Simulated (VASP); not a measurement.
# Al12HO in VASP: further runs

The runs below take Al12HO through single point, with PBE.

All numbers are computed with VASP 6.6.1; they aren't measurements. Logs are shortened: lines on timing, memory, paths and dates and some standing lists are left out, and cuts for length are marked.

### Step 1. The cell of the first run

The cell holds a slab with vacuum, 14 atoms: a = 5.714 Å, b = 5.714 Å, c = 22.175 Å, α = 90.00°, β = 90.00°, γ = 90.00°.

### Step 2. Single point, PBE, collinear spin, ferromagnetic start

INCAR reads:

```
SYSTEM = Al12HO
PREC = Accurate
ENCUT = 520
EDIFF = 1E-7
ISMEAR = 0
SIGMA = 0.1
LREAL = .FALSE.
LASPH = .TRUE.
NELM = 150
ALGO = Normal
ISIF = 2
LWAVE = .FALSE.
LCHARG = .TRUE.
ISPIN = 2
MAGMOM = 0 0 0 0 0 0 0 0 0 0 0 0 1 0
LORBIT = 11
LDIPOL = .TRUE.
IDIPOL = 3
DIPOL = 0.5 0.5 0.289
GGA = PE
LELF = .TRUE.
LVHAR = .TRUE.
LVACPOTAV = .TRUE.
NBANDS = 38
```

KPOINTS reads:

```
Automatic mesh
0
G
  5 5 1
  0 0 0
```

POSCAR reads:

```
Al12HO
1.0
    5.7143028096      0.0000000000      0.0000000000
    0.0000000000      5.7143028096      0.0000000000
    0.0000000000      0.0000000000     22.1750227687
Al O H
12 1 1
Direct
    0.2500000000      0.2500000000      0.1803831293
    0.2500000000      0.7500000000      0.1803831293
    0.7500000000      0.2500000000      0.1803831293
    0.7500000000      0.7500000000      0.1803831293
    0.0000000000      0.0000000000      0.2744094920
    0.0000000000      0.5000000000      0.2744094920
    0.5000000000      0.0000000000      0.2744094920
    0.5000000000      0.5000000000      0.2744094920
    0.2500000000      0.2500000000      0.3686590473
    0.2500000000      0.7500000000      0.3686590473
    0.7500000000      0.2500000000      0.3686590473
    0.7500000000      0.7500000000      0.3686590473
    0.5000000000      0.5000000000      0.3560322283
    0.5320271270      0.5320271270      0.3995914091
```

Potentials or basis: VASP PAW PBE potentials, release 64 (Al, O, H).

The run is started by

```bash
> cat potpaw_PBE.64/Al/POTCAR potpaw_PBE.64/O/POTCAR potpaw_PBE.64/H/POTCAR > POTCAR
> mpirun -np 1 vasp_std > vasp.out
```

OUTCAR:

```text
SYSTEM = Al12HO
   PREC = Accurate
   ENCUT = 520
   EDIFF = 1E-7
   ISMEAR = 0
   LREAL = .FALSE.
   LASPH = .TRUE.
   NELM = 150
   ISIF = 2
   ISPIN = 2
   LORBIT = 11
   GGA = PE

 ion  position               nearest neighbor table
   1  0.250  0.250  0.180-   2 2.86   3 2.86   2 2.86   3 2.86   7 2.90   8 2.90   5 2.90   6 2.90

   2  0.250  0.750  0.180-   1 2.86   4 2.86   1 2.86   4 2.86   7 2.90   8 2.90   5 2.90   6 2.90

   3  0.750  0.250  0.180-   1 2.86   4 2.86   4 2.86   1 2.86   7 2.90   8 2.90   5 2.90   6 2.90

   4  0.750  0.750  0.180-   2 2.86   3 2.86   3 2.86   2 2.86   7 2.90   8 2.90   5 2.90   6 2.90

   5  0.000  0.000  0.274-   6 2.86   7 2.86   6 2.86   7 2.86   1 2.90   2 2.90   3 2.90   4 2.90
                            11 2.91  12 2.91   9 2.91  10 2.91
   6  0.000  0.500  0.274-   5 2.86   8 2.86   5 2.86   8 2.86   1 2.90   2 2.90   3 2.90   4 2.90
                            11 2.91  12 2.91   9 2.91  10 2.91
   7  0.500  0.000  0.274-   5 2.86   8 2.86   8 2.86   5 2.86   1 2.90   2 2.90   3 2.90   4 2.90
                            11 2.91  12 2.91   9 2.91  10 2.91
   8  0.500  0.500  0.274-  13 1.81   7 2.86   6 2.86   7 2.86   6 2.86   2 2.90   3 2.90   4 2.90
                             1 2.90  12 2.91   9 2.91  10 2.91  11 2.91
   9  0.250  0.250  0.369-  13 2.04  11 2.86  10 2.86  10 2.86  11 2.86   6 2.91   7 2.91   8 2.91
                             5 2.91
  10  0.250  0.750  0.369-  13 2.04  12 2.86   9 2.86   9 2.86  12 2.86   6 2.91   7 2.91   8 2.91
                             5 2.91
  11  0.750  0.250  0.369-  13 2.04  12 2.86   9 2.86  12 2.86   9 2.86   6 2.91   7 2.91   8 2.91
                             5 2.91
  12  0.750  0.750  0.369-  14 1.89  13 2.04  10 2.86  11 2.86  11 2.86  10 2.86   7 2.91   8 2.91
                             5 2.91   6 2.91
  13  0.500  0.500  0.356-  14 1.00   8 1.81  10 2.04  11 2.04  12 2.04   9 2.04
  14  0.532  0.532  0.400-  13 1.00  12 1.89

  LATTYP: Found a simple tetragonal cell.
 ALAT       =     5.7143028096
 C/A-ratio  =     3.8806173750

  Lattice vectors:

 A1 = (   5.7143028096,   0.0000000000,   0.0000000000)
 A2 = (   0.0000000000,   5.7143028096,   0.0000000000)
 A3 = (   0.0000000000,   0.0000000000,  22.1750227687)

Analysis of symmetry for initial positions (statically):
=====================================================================
 Subroutine PRICEL returns:
 Original cell was already a primitive cell.

 Routine SETGRP: Setting up the symmetry group for a
 simple tetragonal supercell.

[... 530 lines left out ...]
 k-point     1 :       0.0000    0.0000    0.0000
  band No.  band energies     occupation
      1     -25.7107      1.00000
      2     -13.6721      1.00000
      3     -10.9716      1.00000
      4     -10.9677      1.00000
      5     -10.5492      1.00000
      6      -8.5346      1.00000
[... 313 lines left out ...]
     32       2.2604      0.00000
     33       2.6015      0.00000
 [bands above 33 left out]

------------------------ aborting loop because EDIFF is reached ----------------------------------------

  FORCE on cell =-STRESS in cart. coord.  units (eV):
  Direction    XX          YY          ZZ          XY          YZ          ZX
  --------------------------------------------------------------------------------------
  -------------------------------------------------------------------------------------
  Total        4.2258860      4.2258860      5.9372241      0.3319504      0.3752358      0.3752360
  in kB        9.3505635      9.3505635     13.1372193      0.7345024      0.8302793      0.8302799
  external PRESSURE =      10.6127821 kB  Pullay stress =       0.0000000 kB

 VOLUME and BASIS-vectors are now :
 -----------------------------------------------------------------------------
  energy-cutoff  :      520.00
  volume of cell :      724.09
      direct lattice vectors                 reciprocal lattice vectors
     5.714302810  0.000000000  0.000000000     0.174999476  0.000000000  0.000000000
     0.000000000  5.714302810  0.000000000     0.000000000  0.174999476  0.000000000
     0.000000000  0.000000000 22.175022769     0.000000000  0.000000000  0.045095782

 POSITION                                       TOTAL-FORCE (eV/Angst)
 -----------------------------------------------------------------------------------
      1.42858      1.42858      4.00000        -0.048066     -0.048066      0.067807
      1.42858      4.28573      4.00000        -0.033023      0.040272      0.108299
      4.28573      1.42858      4.00000         0.040272     -0.033023      0.108299
      4.28573      4.28573      4.00000         0.026595      0.026595      0.107724
      0.00000      0.00000      6.08504         0.001873      0.001873     -0.182184
      0.00000      2.85715      6.08504         0.014834     -0.023767      0.085928
      2.85715      0.00000      6.08504        -0.023767      0.014834      0.085928
      2.85715      2.85715      6.08504         0.062474      0.062474     -2.978141
      1.42858      1.42858      8.17502        -1.553049     -1.553049      0.074605
      1.42858      4.28573      8.17502        -1.792265      1.775507      0.073731
      4.28573      1.42858      8.17502         1.775507     -1.792265      0.073731
      4.28573      4.28573      8.17502         2.260825      2.260825     -0.013451
      2.85715      2.85715      7.89502        -0.967741     -0.967741      0.260871
      3.04016      3.04016      8.86095         0.235530      0.235530      2.126853
 -----------------------------------------------------------------------------------
    total drift:                               -0.000075     -0.000075     -0.000031

  FREE ENERGIE OF THE ION-ELECTRON SYSTEM (eV)
  ---------------------------------------------------
  free  energy   TOTEN  =       -48.2258792273 eV

  energy  without entropy=      -48.1865372670  energy(sigma->0) =      -48.20620825

 vacuum level on the upper side and lower side of the slab         3.734         3.525

 total charge

# of ion       s       p       d       tot
------------------------------------------
    1        0.475   0.285   0.000   0.760
    2        0.475   0.283   0.000   0.758
    3        0.475   0.283   0.000   0.758
    4        0.475   0.284   0.000   0.759
    5        0.437   0.326   0.000   0.763
    6        0.419   0.350   0.000   0.769
    7        0.419   0.350   0.000   0.769
    8        0.410   0.349   0.000   0.759
    9        0.485   0.279   0.000   0.765
   10        0.485   0.282   0.000   0.767
   11        0.485   0.282   0.000   0.767
   12        0.482   0.294   0.000   0.777
   13        1.623   3.667   0.000   5.290
   14        0.557   0.138   0.000   0.695
--------------------------------------------------
tot          7.704   7.452   0.000  15.156

 magnetization (x)

# of ion       s       p       d       tot
------------------------------------------
    1        0.000   0.000   0.000   0.000
    2        0.000   0.000   0.000   0.000
    3        0.000   0.000   0.000   0.000
    4        0.000   0.000   0.000   0.000
    5       -0.000   0.000   0.000  -0.000
    6        0.000   0.000   0.000   0.000
    7        0.000   0.000   0.000   0.000
    8        0.000   0.000   0.000   0.000
    9        0.000  -0.000   0.000   0.000
   10        0.000   0.000   0.000   0.000
   11        0.000   0.000   0.000   0.000
   12        0.000   0.000   0.000   0.000
   13        0.000  -0.000   0.000  -0.000
   14       -0.000  -0.000   0.000  -0.000
--------------------------------------------------
tot          0.000   0.000   0.000   0.000
```

OSZICAR:

```text
N       E                     dE             d eps       ncg     rms          rms(c)
DAV:   1     0.208590308825E+03    0.20859E+03   -0.12825E+04  1368   0.789E+02
DAV:   2    -0.165568610704E+02   -0.22515E+03   -0.21437E+03  1944   0.157E+02
DAV:   3    -0.499517296203E+02   -0.33395E+02   -0.32430E+02  1986   0.557E+01
DAV:   4    -0.510017874681E+02   -0.10501E+01   -0.10458E+01  1760   0.116E+01
[... 28 lines left out ...]
DAV:  33    -0.482258784326E+02   -0.33218E-06   -0.51544E-09  1248   0.285E-04    0.561E-05
DAV:  34    -0.482258788253E+02   -0.39269E-06   -0.45184E-09  1212   0.244E-04    0.331E-05
DAV:  35    -0.482258789973E+02   -0.17196E-06   -0.21478E-09  1204   0.116E-04    0.253E-05
DAV:  36    -0.482258791671E+02   -0.16980E-06   -0.25437E-09  1214   0.931E-05    0.928E-06
DAV:  37    -0.482258792273E+02   -0.60206E-07   -0.78112E-10  1220   0.557E-05
   1 F= -.48225879E+02 E0= -.48206208E+02  d E =-.393420E-01  mag=    -0.0000
```

It took 16 min on 1 thread of Intel Xeon 6975P-C (Granite Rapids), shared host; peak memory 1.1 GiB.

Results:

```yaml
Free_energy: -48.2259 eV
Largest_force: 3.197 eV/Å
Net_moment: 0.00 μB per cell
Valence_electrons_inside_the_program's_atomic_spheres: Al 0.76, 0.77, 0.78 (each value once); O 5.29; H 0.69
```

Forces in eV/Å, atoms in the order of the input:
```
Al  -0.048 -0.048  0.068
Al  -0.033  0.040  0.108
Al   0.040 -0.033  0.108
Al   0.027  0.027  0.108
Al   0.002  0.002 -0.182
Al   0.015 -0.024  0.086
Al  -0.024  0.015  0.086
Al   0.062  0.062 -2.978
Al  -1.553 -1.553  0.075
Al  -1.792  1.776  0.074
Al   1.776 -1.792  0.074
Al   2.261  2.261 -0.013
O   -0.968 -0.968  0.261
H    0.236  0.236  2.127
```

### Step 3. Single point, PBE, collinear spin, ferromagnetic start

INCAR reads:

```
ALGO = Normal
DIPOL = 0.5 0.5 0.290
EDIFF = 1E-6
ENCUT = 520
GGA = PE
IDIPOL = 3
ISIF = 2
ISMEAR = 0
ISPIN = 2
LASPH = True
LCHARG = False
LDIPOL = True
LORBIT = 11
LREAL = False
LWAVE = False
MAGMOM = 0 0 0 0 0 0 0 0 0 0 0 0 1 0
NBANDS = 38
NELM = 150
PREC = Accurate
SIGMA = 0.1
```

KPOINTS reads:

```
k-points
0
Gamma
  5 5 1
```

Changes to POSCAR since step 2:

```diff
@@ -20,3 +20,3 @@
     0.7500000000      0.7500000000      0.3686590473
-    0.5000000000      0.5000000000      0.3560322283
-    0.5320271270      0.5320271270      0.3995914091
+    0.5000000000      0.5000000000      0.3659533004
+    0.5874997382      0.5874997382      0.3978408339
```

Potentials or basis: VASP PAW PBE potentials, release 64 (Al, O, H).

The run is started by

```bash
> cat potpaw_PBE.64/Al/POTCAR potpaw_PBE.64/O/POTCAR potpaw_PBE.64/H/POTCAR > POTCAR
> mpirun -np 1 vasp_std > vasp.out
```

It took 21 min on 1 thread of Oxide Virtual Turin-like, shared host; peak memory 0.99 GiB.

It converged, with:

```yaml
Free_energy: -47.8923 eV
Largest_force: 7.055 eV/Å
Net_moment: 0.00 μB per cell
Valence_electrons_inside_the_program's_atomic_spheres: Al 0.76, 0.77, 0.75, 0.83 (each value once); O 5.23; H 0.79
```

Forces in eV/Å, atoms in the order of the input:
```
Al  -0.065 -0.065 -0.020
Al  -0.074  0.050  0.081
Al   0.050 -0.074  0.081
Al   0.052  0.052  0.063
Al  -0.029 -0.029 -0.219
Al   0.032 -0.009  0.172
Al  -0.009  0.032  0.172
Al   0.016  0.016 -1.386
Al  -1.334 -1.334 -0.084
Al  -1.600  1.513 -0.225
Al   1.513 -1.600 -0.225
Al   4.765  4.765 -2.088
O   -2.529 -2.529 -1.372
H   -0.787 -0.787  5.053
```

Levels at points of the mesh, in eV from the Fermi level:
Spin up:
```
           k point  band 18  band 19  band 20  band 21  band 22  band 23  band 24  band 25  band 26  band 27
(0.00, 0.00, 0.00)    -1.57    -1.01    -0.83    -0.75    -0.21    -0.03     0.49     0.87     0.94     1.01
```
Spin down:
```
           k point  band 18  band 19  band 20  band 21  band 22  band 23  band 24  band 25  band 26  band 27
(0.00, 0.00, 0.00)    -1.57    -1.01    -0.83    -0.75    -0.21    -0.03     0.49     0.87     0.94     1.01
```
